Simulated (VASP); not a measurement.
## TiAl: single point with r2SCAN

TiAl:

```xyz
16
Lattice="2.8559 -4.9716 -0.0161 2.8850 4.9884 0.0000 -0.0257 0.0149 9.0857" Properties=species:S:1:pos:R:3 pbc="T T T"
Al    1.4072   -0.8108    1.1219
Al    1.4294   -0.8219    5.6650
Al    2.8835   -3.3007    5.6395
Al    2.8380    1.6902    5.6753
Al    4.3040   -0.8484    5.6395
Al    2.8256   -1.6281    7.8875
Al    4.3148    0.8390    3.4326
Al    4.2579    0.8711    7.8915
Ti    2.7740   -3.3089    1.1059
Ti    2.8624    1.6758    1.2055
Ti    4.2557   -0.7499    1.1066
Ti    2.8590   -1.6468    3.3500
Ti    1.4399    0.8064    3.3978
Ti    1.4262    0.8521    7.9763
Ti    2.9111    3.3438    3.3974
Ti    2.8619    3.3335    7.9762
```

```
Program             : VASP 6.6.1
Task                : single point
Functional          : r2SCAN
Potentials or basis : VASP PAW PBE potentials, release 64 (Al, Ti_sv)
Cutoff              : 520 eV
k mesh              : 3 × 3 × 2, shifted
Occupations         : gaussian, width 0.1 eV
Spin                : no spin polarisation
```

```json
{"Pressure": "0.1 GPa", "Largest force": "0.032 eV/Å", "Band gap on the k mesh": "zero (bands 60 and 61 overlap by 0.02 eV)"}
```

Forces in eV/Å, atoms in the order of the input:
```
Al   0.005 -0.002 -0.010
Al  -0.001 -0.002  0.003
Al  -0.008 -0.002  0.010
Al   0.008 -0.008  0.013
Al  -0.005  0.008  0.007
Al   0.002 -0.003 -0.001
Al   0.003 -0.003  0.020
Al  -0.009  0.004 -0.017
Ti   0.003  0.004  0.015
Ti  -0.004 -0.006 -0.031
Ti   0.014 -0.006 -0.002
Ti  -0.012 -0.001  0.003
Ti  -0.004 -0.012  0.010
Ti   0.006  0.015 -0.017
Ti   0.008  0.017  0.021
Ti  -0.006 -0.002 -0.025
```

Levels at points of the mesh, in eV from the Fermi level:
| k point | band 56 | band 57 | band 58 | band 59 | band 60 | band 61 | band 62 | band 63 | band 64 | band 65 |
| --- | --- | --- | --- | --- | --- | --- | --- | --- | --- | --- |
| (0.00, 0.00, 0.25) | -1.10 | -0.98 | -0.92 | -0.72 | -0.34 | -0.02 | 0.02 | 0.61 | 0.63 | 0.78 |

Wall time 15 min on 1 thread of AMD EPYC 9R45 96-Core Processor (Zen 5), with other jobs on the host, peak memory 0.46 GiB.

Caveat: the k points lie up to 0.42 Å⁻¹ apart; the PAW data sets were made with another functional, which shifts forces and pressure a little.
